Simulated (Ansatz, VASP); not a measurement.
# Two plane-wave programs on Zn5BiO

```
Zn Bi O
1.0
     3.24689    0.00000    0.00000
    -1.62344    2.81189    0.00000
     0.00000    0.00000   13.25238
Zn Bi O
5 1 1
Direct
  0.33333 0.66667 0.47337
  0.66667 0.33333 0.65983
  0.00000 0.00000 0.32546
  0.66667 0.33333 0.18342
  0.00000 0.00000 0.80526
  0.33333 0.66667 0.99475
  0.00000 0.00000 0.56792
```

Alike in both runs: functional PBE; k mesh 6 × 6 × 2; occupations gaussian, width 0.2 eV; no spin polarisation.

Ansatz relaxed the structure, and its values are those at the end. VASP's run is a single point on that final structure, the one shown.

|  | VASP | Ansatz |
| --- | --- | --- |
| version | VASP 6.6.1 | Ansatz 0.2.0 |
| potentials or method | VASP PAW PBE potentials, release 64 (Zn, Bi_d, O), cutoff 520 eV | scalar-relativistic, plane waves, PAW |
| valence electrons in the cell | 81 | 81 |

```tsv
	VASP	Ansatz	Ansatz less VASP
gap on the k mesh at the Fermi level (eV)	none	none	-
pressure (GPa)	0.4	0.3	-0.11
rms of the force components (eV/Å)	0.019	0.013	-0.0064
```

A gap of «none» marks a metal or a gap that the smearing closes.

The k mesh is coarse, so the values compare programs but aren't converged. Spin-orbit coupling is off throughout.
